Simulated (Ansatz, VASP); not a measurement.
## Lu in VASP and in Ansatz

Contents of POSCAR:

```
Lu
1.0
    3.5491987075      0.0000000000      0.0000000000
   -1.7745993538      3.0736962438      0.0000000000
    0.0000000000      0.0000000000      5.6239465347
Lu
2
Direct
    0.6666666667      0.3333333333      0.7500000000
    0.3333333333      0.6666666667      0.2500000000
```

File INCAR.step1:

```
PREC = Accurate
ENCUT = 520
ISMEAR = -1
SIGMA = 0.05
LREAL = False
LASPH = True
NELM = 80
NBANDS = 32
GGA = PE
ALGO = Normal
EDIFF = 1E-4
LWAVE = True
LCHARG = False
```

The input INCAR.step2:

```
PREC = Accurate
ENCUT = 520
EDIFF = 1E-7
ISMEAR = -1
SIGMA = 0.05
LREAL = False
LASPH = True
NELM = 80
ALGO = Normal
ISIF = 2
LWAVE = False
LCHARG = False
METAGGA = R2SCAN
LMIXTAU = True
NBANDS = 32
ISTART = 1
```

The input KPOINTS:

```
regular mesh
0
Gamma
  9 9 5
```

input.yaml

```yaml
crystal:
  lattice:
    - [3.5491987075, 0.0, 0.0]
    - [-1.7745993538, 3.0736962438, 0.0]
    - [0.0, 0.0, 5.6239465347]
  atoms:
    - { symbol: Lu, position: [0.6666666667, 0.3333333333, 0.75] }
    - { symbol: Lu, position: [0.3333333333, 0.6666666667, 0.25] }
hamiltonian:
  xc: r2scan
  pseudopotentials: { kind: paw }
kpoints:
  mp_grid: { grid: [9, 9, 5] }
scf:
  occupations: { method: fermi_dirac, width: 0.05 }
output:
  forces: true
  stress: true
  eigenvalues: true
```

Alike in both runs: task single point; functional r2SCAN; k mesh 9 × 9 × 5; occupations fermi-dirac, width 0.05 eV; no spin polarisation.

|  | VASP | Ansatz |
| --- | --- | --- |
| version | VASP 6.6.1 | Ansatz 0.2.0 |
| potentials or method | VASP PAW PBE potentials, release 64 (Lu) | Ansatz PAW |
| plane-wave cutoff (eV) | 520 | 500 |
| valence electrons in the cell | 50 | 50 |

```csv
,VASP,Ansatz,Ansatz less VASP
gap on the k mesh at the Fermi level (eV),none,none,-
pressure (GPa),-2.1,-2.3,-0.17
"traceless stress, the component that is largest in VASP (GPa)",-0.63,-0.56,+0.071
```

VASP's potentials were made for PBE, not for r2SCAN. A gap of «none» marks a metal or a gap that the smearing closes.

Neither program's run includes spin-orbit coupling.
